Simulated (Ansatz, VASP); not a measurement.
**Re in VASP and in Ansatz**

Contents of POSCAR:

```
Re
1.0
    2.7598270443      0.0000000000      0.0000000000
   -1.3799135221      2.3900803304      0.0000000000
    0.0000000000      0.0000000000      4.4572270891
Re
2
Direct
    0.3333333333      0.6666666667      0.2500000000
    0.6666666667      0.3333333333      0.7500000000
```

INCAR.step1

```
SYSTEM = Re
PREC     = Accurate       ! precision mode
ENCUT    = 520            ! plane-wave cutoff, eV
ISMEAR   = -1             ! smearing method
SIGMA    = 0.1            ! smearing width, eV
LREAL    = .False.        ! projectors in reciprocal space
LASPH    = .True.         ! aspherical terms in the spheres
NELM     = 100            ! most SCF steps
NBANDS   = 14             ! bands
GGA      = PE             ! functional
ALGO     = Normal         ! electronic algorithm
EDIFF    = 1E-4           ! SCF threshold, eV
LWAVE    = .True.         ! write WAVECAR
LCHARG   = .False.        ! write CHGCAR
```

Contents of INCAR.step2:

```
SYSTEM = Re
PREC     = Accurate       ! precision mode
ENCUT    = 520            ! plane-wave cutoff, eV
EDIFF    = 1E-6           ! SCF threshold, eV
ISMEAR   = -1             ! smearing method
SIGMA    = 0.1            ! smearing width, eV
LREAL    = .False.        ! projectors in reciprocal space
LASPH    = .True.         ! aspherical terms in the spheres
NELM     = 100            ! most SCF steps
ALGO     = Normal         ! electronic algorithm
ISIF     = 2              ! what is computed and relaxed
LWAVE    = .False.        ! write WAVECAR
LCHARG   = .False.        ! write CHGCAR
METAGGA  = R2SCAN         ! meta-GGA
LMIXTAU  = .True.       
NBANDS   = 14             ! bands
ISTART   = 1
```

File KPOINTS:

```
regular mesh
0
Gamma
  6 6 4
  0 0 0
```

Input for Ansatz:

```yaml
crystal:
  lattice:
    - [2.7598270443, 0.0, 0.0]
    - [-1.3799135221, 2.3900803304, 0.0]
    - [0.0, 0.0, 4.4572270891]
  atoms:
    - { symbol: Re, position: [0.3333333333, 0.6666666667, 0.25] }
    - { symbol: Re, position: [0.6666666667, 0.3333333333, 0.75] }
hamiltonian:
  xc: r2scan
  pseudopotentials:
    kind: paw
    azcp:
      Re: "pseudopotentials/Re.paw.azcp"
basis:
  ecutwfc: 500
  fft_grid_basis: typed
kpoints:
  mp_grid: { grid: [6, 6, 4], shift: [0, 0, 0] }
magnetization:
  spin_polarized: false
scf:
  occupations: { method: fermi_dirac, width: 0.1 }
  lower_state_search: "off"
output:
  stress: true
```

Alike in both runs: task single point; functional r2SCAN; k mesh 6 × 6 × 4; occupations fermi-dirac, width 0.1 eV; no spin polarisation.

```csv
,VASP,Ansatz
version,VASP 6.6.1,Ansatz 0.2.0
potentials or method,"VASP PAW PBE potentials, release 64 (Re), cutoff 520 eV","plane waves (500 eV) with PAW, scalar-relativistic"
valence electrons in the cell,14,30
```

Ansatz gave:

| Property | Result |
| --- | --- |
| pressure (GPa) | 0.4 |
| traceless stress, the component that is largest in VASP (GPa) | 1.38 |

Question: Which values does VASP return?

Answer: Pressure (GPa): 0.4; traceless stress, the component that is largest in VASP (GPa): 1.34.

VASP's potentials were made for PBE, not for r2SCAN. VASP's potentials hold 14 valence electrons a cell and Ansatz's 30, so a difference there can come from the potentials and not from the codes.

The k mesh is coarse, so the values compare programs but aren't converged. Neither program's run includes spin-orbit coupling.
